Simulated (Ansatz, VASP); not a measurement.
## YAl3N4: VASP beside Ansatz

The input POSCAR:

```
YAl3N4
1.0
    3.2497235821      0.0000000000      0.0000000000
   -1.6248617911      2.8143431774      0.0000000000
    0.0000000000      0.0000000000     10.6192425407
Al Y N
3 1 4
Direct
    0.3333333333      0.6666666667      0.0220007845
    0.3333333333      0.6666666667      0.4782898755
    0.6666666667      0.3333333333      0.2499865239
    0.6666666667      0.3333333333      0.7469657657
    0.3333333333      0.6666666667      0.2002963223
    0.3333333333      0.6666666667      0.6549698019
    0.6666666667      0.3333333333      0.4286168014
    0.6666666667      0.3333333333      0.9688741247
```

INCAR.step1

```
SYSTEM = YAl3N4
ALGO = Normal
EDIFF = 1E-4
ENCUT = 520
GGA = PE
ISMEAR = 0
LASPH = .TRUE.
LCHARG = .FALSE.
LREAL = .FALSE.
LWAVE = .TRUE.
NBANDS = 30
NELM = 60
PREC = Accurate
SIGMA = 0.01
```

INCAR.step2

```
SYSTEM = YAl3N4
ALGO = Normal
EDIFF = 1E-6
ENCUT = 520
ISIF = 2
ISMEAR = 0
ISTART = 1
LASPH = .TRUE.
LCHARG = .FALSE.
LMIXTAU = .TRUE.
LREAL = .FALSE.
LWAVE = .FALSE.
METAGGA = R2SCAN
NBANDS = 30
NELM = 60
PREC = Accurate
SIGMA = 0.01
```

Contents of KPOINTS:

```
k-points
0
G
  12 12 4
  0 0 0
```

Input for Ansatz:

```yaml
crystal:
  lattice:
    - [3.2497235821, 0.0, 0.0]
    - [-1.6248617911, 2.8143431774, 0.0]
    - [0.0, 0.0, 10.6192425407]
  atoms:
    - { symbol: Al, position: [0.3333333333, 0.6666666667, 0.0220007845] }
    - { symbol: Al, position: [0.3333333333, 0.6666666667, 0.4782898755] }
    - { symbol: Al, position: [0.6666666667, 0.3333333333, 0.2499865239] }
    - { symbol: "Y", position: [0.6666666667, 0.3333333333, 0.7469657657] }
    - { symbol: "N", position: [0.3333333333, 0.6666666667, 0.2002963223] }
    - { symbol: "N", position: [0.3333333333, 0.6666666667, 0.6549698019] }
    - { symbol: "N", position: [0.6666666667, 0.3333333333, 0.4286168014] }
    - { symbol: "N", position: [0.6666666667, 0.3333333333, 0.9688741247] }
kpoints:
  mp_grid: { grid: [12, 12, 4] }
  band_path:
    path:
      - [0.0, 0.0, 0.0]
      - [0.5, 0.0, 0.0]
      - [0.3333333333, 0.3333333333, 0.0]
      - [0.0, 0.0, 0.5]
      - [0.5, 0.0, 0.5]
      - [0.3333333333, 0.3333333333, 0.5]
    npoints: 1
hamiltonian:
  xc: r2scan
scf:
  occupations: { method: fixed }
  n_extra_bands: 6
output:
  forces: true
  stress: true
  eigenvalues: true
  write_density: true
  write_potential: true
  elf: true
  volumetric_format: npy
```

Alike in both runs: task single point; functional r2SCAN; k mesh 12 × 12 × 4; no spin polarisation.

|  | VASP | Ansatz |
| --- | --- | --- |
| version | VASP 6.6.1 | Ansatz 0.2.0 |
| potentials or method | VASP PAW PBE potentials, release 64 (Al, Y_sv, N) | plane waves, PAW |
| plane-wave cutoff (eV) | 520 | 500 |
| occupations | gaussian, width 0.01 eV | fixed |
| valence electrons in the cell | 40 | 40 |

```tsv
	VASP	Ansatz	Ansatz less VASP
gap on the k mesh at the Fermi level (eV)	2.83	2.82	-0.010
pressure (GPa)	-0.2	0.0	+0.22
rms of the force components (eV/Å)	0.009	0.001	-0.0085
```

VASP's potentials were made for PBE, not for r2SCAN. Atom by atom the forces differ by 0.009 eV/Å (rms over components).
